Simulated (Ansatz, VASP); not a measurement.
Sb2Pt: VASP beside Ansatz

```xyz
3
Lattice="0.0000 3.3213 3.3213 3.3213 0.0000 3.3213 3.3213 3.3213 0.0000" Properties=species:S:1:pos:R:3 pbc="T T T"
Sb    1.6607    1.6607    1.6607
Sb    4.9820    4.9820    4.9820
Pt    0.0000    0.0000    0.0000
```

Alike in both runs: functional PBE; k mesh 12 × 12 × 12; occupations gaussian, width 0.1 eV; no spin polarisation.

Ansatz relaxed the structure, and its values are those at the end. VASP's run is a single point on that final structure, the one shown.

```csv
,VASP,Ansatz
version,VASP 6.6.1,Ansatz 0.2.0
potentials or method,"VASP PAW PBE potentials, release 64 (Sb, Pt), cutoff 520 eV","scalar-relativistic, plane waves, PAW"
valence electrons in the cell,20,48
```

VASP gave:

```
gap on the k mesh at the Fermi level (eV) : none
pressure (GPa)                            : -0.2
```

Task: Which values does Ansatz return?

Result: gap on the k mesh at the Fermi level (eV): none; pressure (GPa): 0.0.

A gap of «none» marks a metal or a gap that the smearing closes. VASP's potentials hold 20 valence electrons a cell and Ansatz's 48, so a difference there can come from the potentials and not from the codes.

Spin-orbit coupling is off throughout.
